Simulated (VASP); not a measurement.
P:

```xyz
6
Lattice="6.1774 0.0000 0.0000 0.0000 6.1774 0.0000 0.0000 0.0000 2.4880" Properties=species:S:1:pos:R:3 pbc="T T T"
P     3.0887    3.0887    0.0000
P     0.0000    0.0000    0.0000
P     5.3788    3.8873    0.0000
P     0.7986    2.2901    0.0000
P     3.8873    0.7986    0.0000
P     2.2901    5.3788    0.0000
```

| Quantity | Value |
| --- | --- |
| Program | VASP 6.6.1 |
| Task | relaxation of cell and atoms |
| Functional | PBE |
| Potentials or basis | VASP PAW PBE potentials, release 64 (P) |
| Cutoff | 600 eV |
| k mesh | 6 × 6 × 16 |
| Occupations | gaussian, width 0.1 eV |
| Spin | no spin polarisation |

At the start: pressure -0.8 GPa; volume 15.82 Å³/atom.

Problem. Where does the relaxation end?

Solution. Over 6 steps the energy falls by 2.9 meV/atom and the volume is 15.63 Å³/atom (-1.2 %); space group P4/mbm (No. 127, to 0.05 Å).

The path:
| step | energy change (eV) | largest force (eV/Å) | pressure (GPa) | volume (Å³) |
| --- | --- | --- | --- | --- |
| 1 | 0.0000 | 0.0096 | -0.80 | 94.94 |
| 2 | -0.0171 | 0.0259 | -0.03 | 93.86 |
| 3 | -0.0172 | 0.0241 | -0.09 | 93.94 |
| 4 | -0.0173 | 0.0155 | 0.00 | 93.81 |
| 5 | -0.0173 | 0.0109 | 0.05 | 93.74 |
| 6 | -0.0174 | 0.0008 | -0.01 | 93.79 |

Final structure:
```cif
data_structure
_symmetry_space_group_name_H-M 'P 1'
_symmetry_Int_Tables_number 1
_cell_length_a 6.1887
_cell_length_b 6.1887
_cell_length_c 2.4487
_cell_angle_alpha 90.000
_cell_angle_beta 90.000
_cell_angle_gamma 90.000
_cell_volume 93.79
loop_
_atom_site_label
_atom_site_type_symbol
_atom_site_fract_x
_atom_site_fract_y
_atom_site_fract_z
_atom_site_occupancy
P1 P 0.50000 0.50000 0.00000 1
P2 P 0.00000 0.00000 0.00000 1
P3 P 0.87047 0.62953 0.00000 1
P4 P 0.12953 0.37047 0.00000 1
P5 P 0.62953 0.12953 0.00000 1
P6 P 0.37047 0.87047 0.00000 1
```
